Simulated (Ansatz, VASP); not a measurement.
Two plane-wave programs on Al

File INCAR:

```
SYSTEM = Al
  PREC = Accurate
  ENCUT = 520
  EDIFF = 1E-7
  ISMEAR = 0
  SIGMA = 0.15
  LREAL = .False.
  LASPH = .True.
  NELM = 80
  ALGO = Fast
  ISIF = 2
  LWAVE = .False.
  LCHARG = .True.
  LELF = .True.
  LVHAR = .True.
  NBANDS = 18
```

File KPOINTS:

```
regular mesh
0
Gamma
  19 19 4
  0 0 0
```

The input POSCAR:

```
Al
1.0
    2.0239800000     -2.0239800000      0.0000000000
    2.0239800000      0.0000000000     -2.0239800000
    7.9227149192      7.9227149192      7.9227149192
Al
6
Direct
    0.6666666667      0.6666666667      0.0851381218
    0.0000000000      0.0000000000      0.9366896504
    0.3333333333      0.3333333333      0.2554484275
    0.6666666667      0.6666666667      0.5960690390
    0.0000000000      0.0000000000      0.4257587333
    0.3333333333      0.3333333333      0.7663793447
```

Input for Ansatz:

```yaml
crystal:
  lattice:
    - [2.02398, -2.02398, 0.0]
    - [2.02398, 0.0, -2.02398]
    - [7.9227149192, 7.9227149192, 7.9227149192]
  atoms:
    - { symbol: Al, position: [0.6666666667, 0.6666666667, 0.0851381218] }
    - { symbol: Al, position: [0.0, 0.0, 0.9366896504] }
    - { symbol: Al, position: [0.3333333333, 0.3333333333, 0.2554484275] }
    - { symbol: Al, position: [0.6666666667, 0.6666666667, 0.596069039] }
    - { symbol: Al, position: [0.0, 0.0, 0.4257587333] }
    - { symbol: Al, position: [0.3333333333, 0.3333333333, 0.7663793447] }
basis:
  ecutwfc: 420
kpoints:
  mp_grid: { grid: [19, 19, 4] }
hamiltonian:
  xc: lda
scf:
  occupations: { method: gaussian, width: 0.15 }
output:
  forces: true
  stress: true
  eigenvalues: true
```

Alike in both runs: task single point; functional LDA; k mesh 19 × 19 × 4; occupations gaussian, width 0.15 eV; no spin polarisation.

|  | VASP | Ansatz |
| --- | --- | --- |
| version | VASP 6.6.1 | Ansatz 0.2.0 |
| potentials or method | VASP PAW LDA potentials, release 64 (Al), cutoff 520 eV | scalar-relativistic, plane waves, PAW |
| valence electrons in the cell | 18 | 18 |

VASP gave:

```
gap on the k mesh at the Fermi level (eV)                     : none
pressure (GPa)                                                : -1.3
traceless stress, the component that is largest in VASP (GPa) : 0.72
rms of the force components (eV/Å)                            : 0.362
```

**Question.** Estimate Ansatz's values.

**Answer.** gap on the k mesh at the Fermi level (eV): none; pressure (GPa): -1.4; traceless stress, the component that is largest in VASP (GPa): 0.71; rms of the force components (eV/Å): 0.359.

LDA's correlation is that of Perdew and Zunger in VASP and of Perdew and Wang (1992) in Ansatz. Atom by atom the forces differ by 0.003 eV/Å (rms over components). A gap of «none» marks a metal or a gap that the smearing closes.
